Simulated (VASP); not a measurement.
# AlN (Cm) in VASP: notebook

The runs below take AlN through single point, with PBEsol.

All numbers are computed with VASP 6.6.1; they aren't measurements. Logs are shortened: lines on timing, memory, paths and dates and some standing lists are left out, and cuts for length are marked.

## Step 1: The cell of the first run

The structure is monoclinic, space group Cm (No. 8). The conventional cell has a = 5.395 Å, b = 3.111 Å, c = 4.984 Å, α = 90.00°, β = 95.72°, γ = 90.00°. Within 2.5 Å of Al (site symmetry m) lie 4 N at 1.86 to 1.94 Å. Al (site symmetry m) has 4 N at 1.83 to 1.92 Å within 2.4 Å. Within 2.4 Å of N (site symmetry m) lie 4 Al at 1.83 to 1.92 Å. N (site symmetry m) has 4 Al at 1.86 to 1.94 Å within 2.5 Å.

## Step 2: Single point, PBEsol (strain -0.1000 x Voigt [0, 0, 0, 1, 0, 0])

Contents of INCAR:

```
PREC = Accurate
ENCUT = 520
EDIFF = 1E-7
ISMEAR = 0
SIGMA = 0.05
LREAL = F
LASPH = T
NELM = 60
ALGO = Normal
ISIF = 2
LWAVE = F
LCHARG = T
GGA = PS
LELF = T
LVHAR = T
NBANDS = 16
```

Contents of KPOINTS:

```
regular mesh
0
Gamma
  9 9 6
```

Contents of POSCAR:

```
AlN
1.0
    3.1110021516      0.0000000000      0.0000000000
   -1.5555010758      2.6942068945     -0.1347103447
    0.0000000000     -0.2489000000      4.9780000000
Al N
2 2
Direct
    0.3333333333      0.6666666667      0.0000000000
    0.6666666667      0.3333333333      0.5000000000
    0.3333333333      0.6666666667      0.3850000000
    0.6666666667      0.3333333333      0.8850000000
```

Potentials or basis: VASP PAW PBE potentials, release 64 (Al, N).

Command:

```console
> cat potpaw_PBE.64/Al/POTCAR potpaw_PBE.64/N/POTCAR > POTCAR
> mpirun -np 1 vasp_std > vasp.out
```

OUTCAR:

```text
PREC = Accurate
   ENCUT = 520
   EDIFF = 1E-7
   ISMEAR = 0
   LREAL = F
   LASPH = T
   NELM = 60
   ISIF = 2
   GGA = PS

 ion  position               nearest neighbor table
   1  0.333  0.667  0.000-   4 1.86   4 1.86   3 1.92   4 1.94   2 2.92   2 3.00   2 3.00   2 3.14
                             2 3.14   2 3.22
   2  0.667  0.333  0.500-   3 1.83   3 1.91   3 1.91   4 1.92   1 2.92   1 3.00   1 3.00   1 3.14
                             1 3.14   1 3.22
   3  0.333  0.667  0.385-   2 1.83   2 1.91   2 1.91   1 1.92
   4  0.667  0.333  0.885-   1 1.86   1 1.86   2 1.92   1 1.94

  LATTYP: Found a base centered monoclinic cell.
 ALAT       =     5.3951451018
 B/A-ratio  =     0.5766299317
 C/A-ratio  =     0.9238340252
 COS(beta)  =    -0.0997506234

  Lattice vectors:

 A1 = (   1.5555010758,   2.6942068945,  -0.1347103447)
 A2 = (  -1.5555010758,   2.6942068945,  -0.1347103447)
 A3 = (   0.0000000000,  -0.2489000000,   4.9780000000)

Analysis of symmetry for initial positions (statically):
=====================================================================
 Subroutine PRICEL returns:
 Original cell was already a primitive cell.

 Routine SETGRP: Setting up the symmetry group for a
 base centered monoclinic supercell.

 Subroutine GETGRP returns: Found  2 space group operations
 (whereof  2 operations were pure point group operations)
 out of a pool of  4 trial point group operations.

The static configuration has the point symmetry C_1h.

Analysis of symmetry for dynamics (positions and initial velocities):
=====================================================================
 Subroutine PRICEL returns:
 Original cell was already a primitive cell.

 Routine SETGRP: Setting up the symmetry group for a
 base centered monoclinic supercell.

 Subroutine GETGRP returns: Found  2 space group operations
 (whereof  2 operations were pure point group operations)
 out of a pool of  4 trial point group operations.

The dynamic configuration has the point symmetry C_1h.

 Subroutine INISYM returns: Found  2 space group operations
 (whereof  2 operations are pure point group operations),
 and found     1 'primitive' translations

----------------------------------------------------------------------------------------

                                     Primitive cell

  volume of cell :      41.6197

[... 88 lines left out ...]
   LSORBIT =      F    spin-orbit coupling
   LASPH  =      T    aspherical Exc in radial PAW
   ENCUT  =  520.0 eV  38.22 Ry    6.18 a.u.   5.78  5.79  9.27*2*pi/ulx,y,z
   NELM   =     60;   NELMIN=  2; NELMDL= -5     # of ELM steps
   EDIFF  = 0.1E-06   stopping-criterion for ELM
   LREAL  =      F    real-space projection
   EDIFFG = 0.1E-05   stopping-criterion for IOM
   NSW    =      0    number of steps for IOM
   IBRION =     -1    ionic relax: 0-MD 1-quasi-New 2-CG
   NFREE  =      0    steps in history (QN), initial steepest desc. (CG)
   ISIF   =      2    stress and relaxation
   ISYM   =      2    0-nonsym 1-usesym 2-fastsym
   POTIM  = 0.5000    time-step for ionic-motion
   TEBEG  =    0.0;   TEEND  =   0.0 temperature during run
   PSTRESS=    0.0 pullay stress
   NELECT =      16.0000    total number of electrons
   NUPDOWN=      -1.0000    fix difference up-down
   EMIN   =  10.00;   EMAX   =-10.00  energy-range for DOS
   EFERMI =   0.00;   METHOD = LEGACY
   ISMEAR =     0;   SIGMA  =   0.05  broadening in eV -4-tet -1-fermi 0-gaus
   EFERMI_NEDOS =   21; number of points for ismear=-14 and -15
   IALGO  =     38    algorithm
   IMIX   =      4    mixing-type and parameters
     AMIX     =   0.40;   BMIX     =  1.00
     AMIX_MAG =   1.60;   BMIX_MAG =  1.00
  volume/ion in A,a.u.               =      10.40        70.22
  Fermi-wavevector in a.u.,A,eV,Ry     =   1.190370  2.249472 19.279179  1.416980
  Thomas-Fermi vector in A             =   2.326456
   LORBIT       =      0    0 simple, 1 ext, 2 COOP (PROOUT), +10 PAW based schemes
   GGA     = PS    functional components
   LHFCALC =     F    Hartree Fock is set to
   AEXX    =    0.0000 exact exchange contribution
   IVDW    =     0    specifies the selected vdW correction
   LEPSILON=     F    determine dielectric tensor
   LRPA    =     F    only Hartree local field effects (RPA)
 non-spin polarized calculation
 Gauss-broadening in eV      SIGMA  =   0.05
  energy-cutoff  :      520.00
  volume of cell :       41.62
 maximum number of plane-waves:      1134
   NGX = 11   NGY = 11   NGZ = 19

 number of electron      15.9999997 magnetization

 Free energy of the ion-electron system (eV)
  ---------------------------------------------------
  ext. energy  EPLUGINS =         0.00000000
  ---------------------------------------------------
  free energy    TOTEN  =       -31.14262157 eV

  energy without entropy =      -31.14262157  energy(sigma->0) =      -31.14262157

 E-fermi :   6.5437     XC(G=0): -11.1276

 val. band max:        6.3456825129   @ k =   0.0000   0.0000   0.0000
 cond. band min:      10.1643568870   @ k =   0.0000   0.0000   0.0000
 fundamental gap:      3.8186743741
 Fermi energy:         6.5437104868

 k-point     1 :       0.0000    0.0000    0.0000
  band No.  band energies     occupation
      1      -9.0850      2.00000
      2      -6.8635      2.00000
      3       0.0696      2.00000
      4       5.1898      2.00000
      5       5.1929      2.00000
      6       5.7351      2.00000
[... 433 lines left out ...]
      3       0.6647      2.00000
      4       1.7245      2.00000
      5       2.8488      2.00000
      6       3.9848      2.00000
[... 8 lines left out ...]
     15      19.3314      0.00000
     16      21.1103      0.00000

 [... further k-points ...]
[... 5 lines left out ...]
  --------------------------------------------------------------------------------------
  -------------------------------------------------------------------------------------
  Total        0.4348811      0.3926034      0.1577011      0.0000000      3.3169407      0.0000000
  in kB       16.7410269     15.1135190      6.0708063      0.0000000    127.6877518      0.0000000
  external PRESSURE =      12.6417841 kB  Pullay stress =       0.0000000 kB

 VOLUME and BASIS-vectors are now :
 -----------------------------------------------------------------------------
  energy-cutoff  :      520.00
  volume of cell :       41.62
      direct lattice vectors                 reciprocal lattice vectors
     3.111002152  0.000000000  0.000000000     0.321439829  0.186048493  0.009302425
    -1.555501076  2.694206895 -0.134710345     0.000000000  0.372096986  0.018604849
     0.000000000 -0.248900000  4.978000000     0.000000000  0.010069368  0.201387358

 POSITION                                       TOTAL-FORCE (eV/Angst)
 -----------------------------------------------------------------------------------
     -0.00000      1.79614     -0.08981         0.000000      0.417213      0.229762
      1.55550      0.77362      2.44410         0.000000      0.691044      0.241433
     -0.00000      1.70031      1.82672        -0.000000     -0.723037     -0.239061
      1.55550      0.67779      4.36063         0.000000     -0.385220     -0.232135
 -----------------------------------------------------------------------------------
    total drift:                                0.000000     -0.000376     -0.000189

  FREE ENERGIE OF THE ION-ELECTRON SYSTEM (eV)
  ---------------------------------------------------
  free  energy   TOTEN  =       -31.1426215727 eV

  energy  without entropy=      -31.1426215727  energy(sigma->0) =      -31.14262157
```

stdout:

```text
POSCAR found type information on POSCAR AlN
 POSCAR found :  2 types and       4 ions
 scaLAPACK will be used
 -----------------------------------------------------------------------------
|                                                                             |
|                                                                             |
|     You enforced a specific xc type in the INCAR file but a different       |
|     I HOPE YOU KNOW WHAT YOU ARE DOING!                                     |
|                                                                             |
 -----------------------------------------------------------------------------

 LDA part: xc-table for (Slater+PW92), standard interpolation
 POSCAR, INCAR and KPOINTS ok, starting setup
 FFT: planning ... GRIDC
 FFT: planning ... GRID_SOFT
 FFT: planning ... GRID
 WAVECAR not read
 entering main loop
```

It took 47 s on 1 thread of Intel Xeon Platinum 8488C (Sapphire Rapids), shared host; peak memory 0.21 GiB.

Results:

```
Free energy            : -31.1426 eV
Pressure               : 1.3 GPa
Largest force          : 0.762 eV/Å
Band gap on the k mesh : 3.82 eV
```

Forces on the atoms (eV/Å):
```
Al   0.000  0.417  0.230
Al   0.000  0.691  0.241
N    0.000 -0.723 -0.239
N    0.000 -0.385 -0.232
```

Levels at points of the mesh, in eV from the valence-band top:
| k point | band 4 | band 5 | band 6 | band 7 | band 8 | band 9 | band 10 | band 11 | band 12 | band 13 |
| --- | --- | --- | --- | --- | --- | --- | --- | --- | --- | --- |
| (0.00, 0.00, 0.00) | -1.16 | -1.15 | -0.61 | -0.47 | 0.00 | 3.82 | 6.34 | 10.07 | 10.74 | 10.81 |
| (0.00, 0.00, 0.50) | -3.55 | -1.00 | -1.00 | -0.64 | -0.64 | 6.05 | 6.06 | 10.03 | 10.05 | 10.64 |

Caveat: the cell differs from its parent crystal (strain -0.1000 x Voigt [0, 0, 0, 1, 0, 0]); the PAW data sets were made with another functional, which shifts forces and pressure a little.

(Part 1 of 3 ends here.)
